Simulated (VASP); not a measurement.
Write the native input for VASP 6.6.1 that does the following.

- Task: single point
- Functional: PBE
- Potentials or basis: VASP PAW PBE potentials, release 64 (Pb_d)
- Cutoff: 520 eV
- k mesh: 14 × 14 × 8
- Occupations: fermi-dirac, width 0.05 eV
- Spin: no spin polarisation
- Dipole correction: no
- Further INCAR settings: ALGO = Normal; EDIFF = 1e-06; NBANDS = 21

The structure of Pb lies in POSCAR:

```
Pb
1.0
    3.1421241478      0.0000000000      0.0000000000
   -1.5710620739      2.7211593338      0.0000000000
    0.0000000000      0.0000000000      5.2111845008
Pb
2
Direct
    0.3333333333      0.6666666667      0.2500000000
    0.6666666667      0.3333333333      0.7500000000
```

This isn't the form of Pb at room conditions, which is fcc.

The input as run:

INCAR

```
PREC = Accurate
ENCUT = 520
EDIFF = 1E-6
ISMEAR = -1
SIGMA = 0.05
LREAL = F
LASPH = T
NELM = 60
ALGO = Normal
ISIF = 2
LWAVE = F
LCHARG = F
GGA = PE
NBANDS = 21
```

KPOINTS

```
regular mesh
0
Gamma
  14 14 8
```

Potentials or basis: VASP PAW PBE potentials, release 64 (Pb_d).

The run is started by

```console
$ cat potpaw_PBE.64/Pb_d/POTCAR > POTCAR
$ mpirun -np 1 vasp_std > vasp.out
```

Results of the run:

```yaml
Pressure: 33.8 GPa
Band_gap_on_the_k_mesh: zero (bands 14 and 15 overlap by 10.22 eV)
```

Caveat: the cell stands under pressure; spin-orbit coupling is left out, which moves the levels of the heavy elements.

It took 96 s on 1 thread of Intel Xeon 8259CL (shared host), peak memory 0.22 GiB.
